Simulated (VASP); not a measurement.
# Na (Pm-3m) in VASP: further runs

The runs below take Na through single point, with LDA.

Program: VASP 6.6.1. These are calculated values, not measurements. Logs are shortened: lines on timing, memory, paths and dates and some standing lists are left out, and cuts for length are marked.

## Step 1: The cell of the first run

Symmetry: Pm-3m, No. 221, cubic system. The conventional cell has a = 3.294 Å, b = 3.294 Å, c = 3.294 Å, α = 90.00°, β = 90.00°, γ = 90.00°. Within 4.3 Å of Na (site symmetry m-3m) lie 6 Na at 3.29 Å.

This isn't the form of Na at room conditions, which is bcc.

## Step 2: Single point, LDA

Contents of INCAR:

```
SYSTEM = Na
ALGO = Normal
EDIFF = 1E-6
ENCUT = 520
ISIF = 2
ISMEAR = 1
LASPH = .TRUE.
LCHARG = .TRUE.
LELF = .TRUE.
LREAL = .FALSE.
LVHAR = .TRUE.
LWAVE = .FALSE.
NBANDS = 10
NELM = 100
PREC = Accurate
SIGMA = 0.05
```

Contents of KPOINTS:

```
k-points
0
G
  12 12 12
  0 0 0
```

Contents of POSCAR:

```
Na
1.0
    3.2940448402      0.0000000000      0.0000000000
    0.0000000000      3.2940448402      0.0000000000
    0.0000000000      0.0000000000      3.2940448402
Na
1
Direct
    0.0000000000      0.0000000000      0.0000000000
```

Potentials or basis: VASP PAW LDA potentials, release 64 (Na_pv).

On the command line:

```sh
> cat potpaw_LDA.64/Na_pv/POTCAR > POTCAR
> mpirun -np 1 vasp_std > vasp.out
```

OUTCAR:

```text
SYSTEM = Na
   EDIFF = 1E-6
   ENCUT = 520
   ISIF = 2
   ISMEAR = 1
   LASPH = .TRUE.
   LREAL = .FALSE.
   NELM = 100
   PREC = Accurate

 ion  position               nearest neighbor table
   1  0.000  0.000  0.000-

  LATTYP: Found a simple cubic cell.
 ALAT       =     3.2940448402

  Lattice vectors:

 A1 = (   3.2940448402,   0.0000000000,   0.0000000000)
 A2 = (   0.0000000000,   3.2940448402,   0.0000000000)
 A3 = (   0.0000000000,   0.0000000000,   3.2940448402)

Analysis of symmetry for initial positions (statically):
=====================================================================
 Subroutine PRICEL returns:
 Original cell was already a primitive cell.

 Routine SETGRP: Setting up the symmetry group for a
 simple cubic supercell.

 Subroutine GETGRP returns: Found 48 space group operations
 (whereof 48 operations were pure point group operations)
 out of a pool of 48 trial point group operations.

The static configuration has the point symmetry O_h .

Analysis of symmetry for dynamics (positions and initial velocities):
=====================================================================
 Subroutine PRICEL returns:
 Original cell was already a primitive cell.

 Routine SETGRP: Setting up the symmetry group for a
 simple cubic supercell.

 Subroutine GETGRP returns: Found 48 space group operations
 (whereof 48 operations were pure point group operations)
 out of a pool of 48 trial point group operations.

The dynamic configuration has the point symmetry O_h .

 Subroutine INISYM returns: Found 48 space group operations
 (whereof 48 operations are pure point group operations),
 and found     1 'primitive' translations

----------------------------------------------------------------------------------------

                                     Primitive cell

  volume of cell :      35.7428

  direct lattice vectors                    reciprocal lattice vectors
     3.294044840  0.000000000  0.000000000     0.303578138  0.000000000  0.000000000
     0.000000000  3.294044840  0.000000000     0.000000000  0.303578138  0.000000000
     0.000000000  0.000000000  3.294044840     0.000000000  0.000000000  0.303578138

  length of vectors
     3.294044840  3.294044840  3.294044840     0.303578138  0.303578138  0.303578138

  position of ions in fractional coordinates (direct lattice)
     0.000000000  0.000000000  0.000000000

  ion indices of the primitive-cell ions
   primitive index   ion index
                 1           1

----------------------------------------------------------------------------------------

 KPOINTS: k-points

Automatic generation of k-mesh.
 Grid dimensions read from file:
 generate k-points for:   12   12   12

 Generating k-lattice:

  Cartesian coordinates                     Fractional coordinates (reciprocal lattice)
     0.025298178  0.000000000  0.000000000     0.083333333  0.000000000  0.000000000
     0.000000000  0.025298178  0.000000000     0.000000000  0.083333333  0.000000000
     0.000000000  0.000000000  0.025298178     0.000000000  0.000000000  0.083333333

  Length of vectors
     0.025298178  0.025298178  0.025298178

  Shift w.r.t. Gamma in fractional coordinates (k-lattice)
     0.000000000  0.000000000  0.000000000

 Subroutine IBZKPT returns following result:
 ===========================================

 Found     84 irreducible k-points:

 Following reciprocal coordinates:
            Coordinates               Weight
  0.000000  0.000000  0.000000      1.000000
  0.083333  0.000000  0.000000      6.000000
  0.166667  0.000000  0.000000      6.000000
  0.250000  0.000000  0.000000      6.000000
  0.333333  0.000000  0.000000      6.000000
  0.416667  0.000000  0.000000      6.000000
[... 16 lines left out ...]
  0.333333  0.333333  0.000000     12.000000
  0.416667  0.333333  0.000000     24.000000
 [... further k-points ...]
   k-points           NKPTS =     84   k-points in BZ     NKDIM =     84   number of bands    NBANDS=     10
   number of dos      NEDOS =    301   number of ions     NIONS =      1
   total plane-waves  NPLWV =  13824
   dimension x,y,z NGX =    24 NGY =   24 NGZ =   24
   dimension x,y,z NGXF=    48 NGYF=   48 NGZF=   48
   ions per type =               1
   NGX,Y,Z   is equivalent  to a cutoff of  12.11, 12.11, 12.11 a.u.
   NGXF,Y,Z  is equivalent  to a cutoff of  24.22, 24.22, 24.22 a.u.
 SYSTEM =  Na
   PREC   = accura    normal or accurate (medium, high low for compatibility)
   ISTART =      0    job   : 0-new  1-cont  2-samecut
   ICHARG =      2    charge: 1-file 2-atom 10-const
   ISPIN  =      1    spin polarized calculation?
   LNONCOLLINEAR =      F non collinear calculations
   LSORBIT =      F    spin-orbit coupling
   LASPH  =      T    aspherical Exc in radial PAW
   ENCUT  =  520.0 eV  38.22 Ry    6.18 a.u.   6.12  6.12  6.12*2*pi/ulx,y,z
   NELM   =    100;   NELMIN=  2; NELMDL= -5     # of ELM steps
   EDIFF  = 0.1E-05   stopping-criterion for ELM
   LREAL  =      F    real-space projection
   EDIFFG = 0.1E-04   stopping-criterion for IOM
   NSW    =      0    number of steps for IOM
   IBRION =     -1    ionic relax: 0-MD 1-quasi-New 2-CG
   NFREE  =      0    steps in history (QN), initial steepest desc. (CG)
   ISIF   =      2    stress and relaxation
   ISYM   =      2    0-nonsym 1-usesym 2-fastsym
   POTIM  = 0.5000    time-step for ionic-motion
   TEBEG  =    0.0;   TEEND  =   0.0 temperature during run
   PSTRESS=    0.0 pullay stress
   NELECT =       7.0000    total number of electrons
   NUPDOWN=      -1.0000    fix difference up-down
   EMIN   =  10.00;   EMAX   =-10.00  energy-range for DOS
   EFERMI =   0.00;   METHOD = LEGACY
   ISMEAR =     1;   SIGMA  =   0.05  broadening in eV -4-tet -1-fermi 0-gaus
   EFERMI_NEDOS =   21; number of points for ismear=-14 and -15
   IALGO  =     38    algorithm
   IMIX   =      4    mixing-type and parameters
     AMIX     =   0.40;   BMIX     =  1.00
     AMIX_MAG =   1.60;   BMIX_MAG =  1.00
  volume/ion in A,a.u.               =      35.74       241.20
  Fermi-wavevector in a.u.,A,eV,Ry     =   0.950703  1.796567 12.297427  0.903835
  Thomas-Fermi vector in A             =   2.079104
   LORBIT       =      0    0 simple, 1 ext, 2 COOP (PROOUT), +10 PAW based schemes
   GGA     = CA    functional components
   LHFCALC =     F    Hartree Fock is set to
   AEXX    =    0.0000 exact exchange contribution
   IVDW    =     0    specifies the selected vdW correction
   LEPSILON=     F    determine dielectric tensor
   LRPA    =     F    only Hartree local field effects (RPA)
 non-spin polarized calculation
 Methfessel and Paxton  Order N= 1 SIGMA  =   0.05
  energy-cutoff  :      520.00
  volume of cell :       35.74
 maximum number of plane-waves:       992
   NGX = 13   NGY = 13   NGZ = 13

 number of electron       7.0000018 magnetization

 Free energy of the ion-electron system (eV)
  ---------------------------------------------------
  ext. energy  EPLUGINS =         0.00000000
  ---------------------------------------------------
  free energy    TOTEN  =        -1.33080211 eV

  energy without entropy =       -1.33058736  energy(sigma->0) =       -1.33073053

 E-fermi :   0.2857     XC(G=0):  -6.8210

 val. band max:        0.2031584404   @ k =   0.3333   0.2500   0.2500
 cond. band min:       0.2957373574   @ k =   0.4167   0.2500   0.0833
 fundamental gap:      0.0925789170
 Fermi energy:         0.2856552301

 k-point     1 :       0.0000    0.0000    0.0000
  band No.  band energies     occupation
      1     -24.8044      2.00000
      2     -24.8044      2.00000
      3     -24.8044      2.00000
      4      -3.0872      2.00000
      5       8.8947      0.00000
      6       8.8947      0.00000
      7      10.4003      0.00000
      8      10.4003      0.00000
      9      10.4003      0.00000
     10      13.6199      0.00000

 k-point     2 :       0.0833    0.0000    0.0000
  band No.  band energies     occupation
      1     -24.8090      2.00000
      2     -24.8040      2.00000
      3     -24.8040      2.00000
      4      -2.9874      2.00000
      5       7.7768      0.00000
      6       8.9843      0.00000
      7      10.4778      0.00000
      8      10.4778      0.00000
      9      11.1744      0.00000
     10      14.1996      0.00000

 k-point     3 :       0.1667    0.0000    0.0000
  band No.  band energies     occupation
      1     -24.8214      2.00000
      2     -24.8029      2.00000
      3     -24.8029      2.00000
      4      -2.6893      2.00000
      5       6.1162      0.00000
      6       9.2511      0.00000
      7      10.7103      0.00000
      8      10.7103      0.00000
      9      11.9476      0.00000
     10      15.7759      0.00000

 k-point     4 :       0.2500    0.0000    0.0000
  band No.  band energies     occupation
      1     -24.8384      2.00000
      2     -24.8015      2.00000
      3     -24.8015      2.00000
      4      -2.1963      2.00000
      5       4.4884      0.00000
      6       9.6862      0.00000
      7      11.0973      0.00000
      8      11.0973      0.00000
      9      12.5904      0.00000
     10      16.9443      0.00000
[... 222 lines left out ...]
 k-point    22 :       0.5000    0.2500    0.0000
  band No.  band energies     occupation
      1     -24.8678      2.00000
      2     -24.8311      2.00000
      3     -24.7958      2.00000
      4       1.1138     -0.00000
      5       1.3602      0.00000
      6       7.5956      0.00000
      7       7.9280      0.00000
      8      13.6276      0.00000
      9      14.2589      0.00000
     10      14.8176      0.00000

 k-point    23 :       0.3333    0.3333    0.0000
  band No.  band energies     occupation
      1     -24.8500      2.00000
      2     -24.8486      2.00000
      3     -24.7958      2.00000
      4       0.0149      2.00000
      5       4.1015      0.00000
      6       4.8272      0.00000
      7       8.7214      0.00000
      8      12.8954      0.00000
      9      13.7707      0.00000
     10      15.9751      0.00000

 k-point    24 :       0.4167    0.3333    0.0000
  band No.  band energies     occupation
      1     -24.8612      2.00000
      2     -24.8478      2.00000
      3     -24.7948      2.00000
      4       0.8547     -0.00000
      5       3.0571      0.00000
      6       5.3168      0.00000
      7       7.4593      0.00000
      8      13.5785      0.00000
      9      14.5765      0.00000
     10      15.3228      0.00000

 [... further k-points ...]

------------------------ aborting loop because EDIFF is reached ----------------------------------------

  FORCE on cell =-STRESS in cart. coord.  units (eV):
  Direction    XX          YY          ZZ          XY          YZ          ZX
  --------------------------------------------------------------------------------------
  -------------------------------------------------------------------------------------
  Total       -0.0093817     -0.0093817     -0.0093817     -0.0000000     -0.0000000     -0.0000000
  in kB       -0.4205351     -0.4205351     -0.4205351     -0.0000000     -0.0000000     -0.0000000
  external PRESSURE =      -0.4205351 kB  Pullay stress =       0.0000000 kB

 VOLUME and BASIS-vectors are now :
 -----------------------------------------------------------------------------
  energy-cutoff  :      520.00
  volume of cell :       35.74
      direct lattice vectors                 reciprocal lattice vectors
     3.294044840  0.000000000  0.000000000     0.303578138  0.000000000  0.000000000
     0.000000000  3.294044840  0.000000000     0.000000000  0.303578138  0.000000000
     0.000000000  0.000000000  3.294044840     0.000000000  0.000000000  0.303578138

 POSITION                                       TOTAL-FORCE (eV/Angst)
 -----------------------------------------------------------------------------------
      0.00000      0.00000      0.00000         0.000000      0.000000      0.000000
 -----------------------------------------------------------------------------------
    total drift:                                0.000000     -0.000000      0.000000

  FREE ENERGIE OF THE ION-ELECTRON SYSTEM (eV)
  ---------------------------------------------------
  free  energy   TOTEN  =        -1.3308021137 eV

  energy  without entropy=       -1.3305873578  energy(sigma->0) =       -1.33073053
```

Wall time 18 s (1 thread of Intel Xeon 8259CL, shared host); peak memory 0.13 GiB.

What came out:

```
Free energy            : -1.3308 eV
Pressure               : 0.0 GPa
Band gap on the k mesh : zero (an odd number of electrons rules out a gap without spin polarisation)
```

## Step 3: Single point, LDA

Contents of INCAR:

```
SYSTEM = Na
ALGO = Normal
EDIFF = 1E-7
ENCUT = 520
GGA = CA
ISIF = 2
ISMEAR = 1
LASPH = .TRUE.
LCHARG = .FALSE.
LREAL = .FALSE.
LWAVE = .FALSE.
NBANDS = 10
NELM = 80
PREC = Accurate
SIGMA = 0.05
```

Contents of KPOINTS:

```
k-points
0
G
  13 13 13
  0 0 0
```

POSCAR is that of step 2.

Potentials or basis: VASP PAW LDA potentials, release 64 (Na_pv).

On the command line:

```sh
> cat potpaw_LDA.64/Na_pv/POTCAR > POTCAR
> mpirun -np 1 vasp_std > vasp.out
```

OUTCAR:

```text
SYSTEM = Na
   EDIFF = 1E-7
   ENCUT = 520
   GGA = CA
   ISIF = 2
   ISMEAR = 1
   LASPH = .TRUE.
   LREAL = .FALSE.
   NELM = 80
   PREC = Accurate

 ion  position               nearest neighbor table
   1  0.000  0.000  0.000-

  LATTYP: Found a simple cubic cell.
 ALAT       =     3.2940448402

  Lattice vectors:

 A1 = (   3.2940448402,   0.0000000000,   0.0000000000)
 A2 = (   0.0000000000,   3.2940448402,   0.0000000000)
[... 489 lines left out ...]
      8      13.1186      0.00000
      9      14.0292      0.00000
     10      15.5722      0.00000

 [... further k-points ...]

------------------------ aborting loop because EDIFF is reached ----------------------------------------

  FORCE on cell =-STRESS in cart. coord.  units (eV):
  Direction    XX          YY          ZZ          XY          YZ          ZX
  --------------------------------------------------------------------------------------
  -------------------------------------------------------------------------------------
  Total       -0.0055695     -0.0055695     -0.0055695     -0.0000000      0.0000000      0.0000000
  in kB       -0.2496528     -0.2496528     -0.2496528     -0.0000000      0.0000000      0.0000000
  external PRESSURE =      -0.2496528 kB  Pullay stress =       0.0000000 kB

 VOLUME and BASIS-vectors are now :
 -----------------------------------------------------------------------------
  energy-cutoff  :      520.00
  volume of cell :       35.74
      direct lattice vectors                 reciprocal lattice vectors
     3.294044840  0.000000000  0.000000000     0.303578138  0.000000000  0.000000000
     0.000000000  3.294044840  0.000000000     0.000000000  0.303578138  0.000000000
     0.000000000  0.000000000  3.294044840     0.000000000  0.000000000  0.303578138

 POSITION                                       TOTAL-FORCE (eV/Angst)
 -----------------------------------------------------------------------------------
      0.00000      0.00000      0.00000         0.000000      0.000000      0.000000
 -----------------------------------------------------------------------------------
    total drift:                                0.000000     -0.000000      0.000000

  FREE ENERGIE OF THE ION-ELECTRON SYSTEM (eV)
  ---------------------------------------------------
  free  energy   TOTEN  =        -1.3290674788 eV

  energy  without entropy=       -1.3286110326  energy(sigma->0) =       -1.32891533
```

OSZICAR:

```text
N       E                     dE             d eps       ncg     rms          rms(c)
DAV:   1     0.301379783339E+02    0.30138E+02   -0.37219E+03  1684   0.575E+02
DAV:   2    -0.690533288136E+00   -0.30829E+02   -0.30698E+02  1736   0.154E+02
DAV:   3    -0.132867058579E+01   -0.63814E+00   -0.63767E+00  2086   0.240E+01
DAV:   4    -0.133270818664E+01   -0.40376E-02   -0.40373E-02  1936   0.188E+00
DAV:   5    -0.133276231508E+01   -0.54128E-04   -0.54128E-04  1916   0.215E-01    0.218E-01
DAV:   6    -0.133055496307E+01    0.22074E-02   -0.10155E-03  2066   0.409E-01    0.143E-01
DAV:   7    -0.132909212673E+01    0.14628E-02   -0.15789E-03  2082   0.420E-01    0.240E-02
DAV:   8    -0.132906679721E+01    0.25330E-04   -0.12515E-04  1906   0.181E-01    0.374E-03
DAV:   9    -0.132906745125E+01   -0.65404E-06   -0.79396E-07  1920   0.891E-03    0.127E-03
DAV:  10    -0.132906747878E+01   -0.27531E-07   -0.11841E-07  1876   0.277E-03
   1 F= -.13290675E+01 E0= -.13289153E+01  d E =-.456446E-03
```

Run time: 18 s. Hardware: 1 thread of Intel Xeon 8259CL, shared host; peak memory 0.14 GiB.

Results:

```
Free energy            : -1.3291 eV
Pressure               : 0.0 GPa
Band gap on the k mesh : zero (an odd number of electrons rules out a gap without spin polarisation)
```

The gap in the log of VASP goes by the Fermi energy; the results here count the filled bands.